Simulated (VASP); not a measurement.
# BN (P6_3mc) in VASP: further runs, part 2 of 2

VASP 6.6.1. Earlier steps stand in the parts before.

## (5) Relaxation of the atoms, PBEsol (strained cell)

INCAR

```
PREC     = Accurate       # precision mode
ENCUT    = 520            # plane-wave cutoff, eV
EDIFF    = 1E-6           # SCF threshold, eV
ISMEAR   = 0              # smearing method
SIGMA    = 0.02           # smearing width, eV
LREAL    = False          # projectors in reciprocal space
LASPH    = True           # aspherical terms in the spheres
NELM     = 60             # most SCF steps
ALGO     = Normal         # electronic algorithm
ISIF     = 2              # what is computed and relaxed
LWAVE    = False          # write WAVECAR
LCHARG   = False          # write CHGCAR
GGA      = PS             # functional
IBRION   = 2              # ionic algorithm
NSW      = 60             # ionic steps
EDIFFG   = -0.002         # ionic threshold
```

KPOINTS

```
Automatic mesh
0
Gamma
  9 9 6
```

POSCAR

```
BN
1.0
    2.5659661661      0.0000000000      0.0000000000
   -1.2829830830      2.2221918851      0.0000000000
    0.0000000000      0.0000000000      4.3035180260
B N
2 2
Direct
    0.3333333333      0.6666666667     -0.0004204035
    0.6666666667      0.3333333333      0.4995795965
    0.3333333333      0.6666666667      0.3744204035
    0.6666666667      0.3333333333      0.8744204035
```

Potentials or basis: VASP PAW PBE potentials, release 64 (B, N).

Started as:

```bash
cat potpaw_PBE.64/B/POTCAR potpaw_PBE.64/N/POTCAR > POTCAR
mpirun -np 1 vasp_std > vasp.out
```

OUTCAR:

```text
PREC = Accurate
   ENCUT = 520
   EDIFF = 1E-6
   ISMEAR = 0
   LREAL = False
   LASPH = True
   NELM = 60
   ISIF = 2
   GGA = PS
   IBRION = 2
   NSW = 60
   EDIFFG = -0.002

 ion  position               nearest neighbor table
   1  0.333  0.667  1.000-   4 1.58   4 1.58   4 1.58   3 1.61
   2  0.667  0.333  0.500-   3 1.58   3 1.58   3 1.58   4 1.61
   3  0.333  0.667  0.374-   2 1.58   2 1.58   2 1.58   1 1.61
   4  0.667  0.333  0.874-   1 1.58   1 1.58   1 1.58   2 1.61

  LATTYP: Found a hexagonal cell.
 ALAT       =     2.5659661661
 C/A-ratio  =     1.6771530673

  Lattice vectors:

 A1 = (   2.5659661661,   0.0000000000,   0.0000000000)
 A2 = (  -1.2829830830,   2.2221918851,   0.0000000000)
 A3 = (   0.0000000000,   0.0000000000,   4.3035180260)

Analysis of symmetry for initial positions (statically):
=====================================================================
 Subroutine PRICEL returns:
 Original cell was already a primitive cell.

 Routine SETGRP: Setting up the symmetry group for a
 hexagonal supercell.

 Subroutine GETGRP returns: Found 12 space group operations
 (whereof  6 operations were pure point group operations)
 out of a pool of 24 trial point group operations.

[... 244 lines left out ...]
--------------------------------------- Ionic step        3  -------------------------------------------

 number of electron      16.0000002 magnetization

 Free energy of the ion-electron system (eV)
  ---------------------------------------------------
  ext. energy  EPLUGINS =         0.00000000
  ---------------------------------------------------
  free energy    TOTEN  =       -36.57074756 eV

  energy without entropy =      -36.57074756  energy(sigma->0) =      -36.57074756

 E-fermi :   7.2190     XC(G=0): -12.8238

 val. band max:        7.0570526822   @ k =   0.0000   0.0000   0.0000
 cond. band min:      12.0547102811   @ k =   0.3333   0.3333   0.0000
 fundamental gap:      4.9976575989
 Fermi energy:         7.2190289668

 k-point     1 :       0.0000    0.0000    0.0000
  band No.  band energies     occupation
      1     -12.9447      2.00000
      2      -9.0356      2.00000
      3      -3.6243      2.00000
      4       5.1042      2.00000
      5       5.1042      2.00000
      6       6.7711      2.00000
      7       7.0571      2.00000
      8       7.0571      2.00000
      9      14.9115      0.00000
     10      15.3497      0.00000
     11      15.3497      0.00000
     12      16.3509      0.00000
[... 331 lines left out ...]
 k-point    24 :       0.3333    0.3333    0.1667
  band No.  band energies     occupation
      1      -7.7248      2.00000
      2      -7.7248      2.00000
      3      -1.7483      2.00000
      4      -0.6048      2.00000
      5      -0.6048      2.00000
      6       1.2785      2.00000
      7       2.5436      2.00000
      8       2.5436      2.00000
      9      12.7470      0.00000
     10      18.2808      0.00000
     11      18.2808      0.00000
     12      20.1599      0.00000

 [... further k-points ...]

------------------------ aborting loop because EDIFF is reached ----------------------------------------

  FORCE on cell =-STRESS in cart. coord.  units (eV):
  Direction    XX          YY          ZZ          XY          YZ          ZX
  --------------------------------------------------------------------------------------
  -------------------------------------------------------------------------------------
  Total       -1.6419179     -1.6419179     -3.5314132     -0.0000000      0.0000000      0.0000000
  in kB     -107.2027452   -107.2027452   -230.5701116     -0.0000000      0.0000000      0.0000000
  external PRESSURE =    -148.3252007 kB  Pullay stress =       0.0000000 kB
[... 19 lines left out ...]
  FREE ENERGIE OF THE ION-ELECTRON SYSTEM (eV)
  ---------------------------------------------------
  free  energy   TOTEN  =       -36.5707475643 eV

  energy  without entropy=      -36.5707475643  energy(sigma->0) =      -36.57074756

 reached required accuracy - stopping structural energy minimisation
```

Run time: 35 s. Hardware: 1 thread of Intel Xeon 8259CL, shared host; peak memory 0.14 GiB.

Results:

```
Free energy               : -36.5707 eV
Energy gained by relaxing : 0.0 meV/atom
Ionic steps               : 3
Pressure after relaxing   : -14.8 GPa
Band gap on the k mesh    : 5.00 eV (least direct gap 7.85 eV)
```

Stress tensor (GPa, compression positive):
```
-10.72   0.00   0.00
  0.00 -10.72   0.00
  0.00   0.00 -23.06
```

Final structure:
```yaml
crystal:
  lattice:
    - [2.56597, 0.00000, 0.00000]
    - [-1.28298, 2.22219, 0.00000]
    - [0.00000, 0.00000, 4.30352]
  atoms:
    - { symbol: B, position: [0.33333, 0.66667, 0.99953] }
    - { symbol: B, position: [0.66667, 0.33333, 0.49953] }
    - { symbol: N, position: [0.33333, 0.66667, 0.37447] }
    - { symbol: N, position: [0.66667, 0.33333, 0.87447] }
```

Caveat: the cell differs from its parent crystal (strained cell); the PAW data sets were made with another functional, which shifts forces and pressure a little; an odd mesh through Γ misses points on the zone boundary, where band edges can lie.

## (6) Summary

| cell | gap on the mesh (eV) | pressure (GPa) |
| --- | --- | --- |
| atoms relaxed from a = 2.566, b = 2.566, c = 4.200 Å, angles 90.0, 90.0, 120.0°, 4 atoms | 5.03 | -6.3 |
| atoms relaxed from a = 2.566, b = 2.566, c = 4.198 Å, angles 90.0, 90.0, 120.0°, 4 atoms | 5.03 | -6.2 |
| atoms relaxed from a = 2.566, b = 2.566, c = 4.304 Å, angles 90.0, 90.0, 120.0°, 4 atoms | 5.00 | -14.8 |

Alike in all rows: task relaxation of the atoms; level PBEsol; potentials or basis VASP PAW PBE potentials, release 64 (B, N); no spin polarisation; k mesh 9 × 9 × 6; cutoff (eV) 520; smearing gaussian 0.02 eV.

Caveats: the PAW data sets were made with another functional, which shifts forces and pressure a little; an odd mesh through Γ misses points on the zone boundary, where band edges can lie; the relaxation stopped at its first step, so nothing moved (at least some runs).

Absolute energies hang on the potentials; compare differences alone.
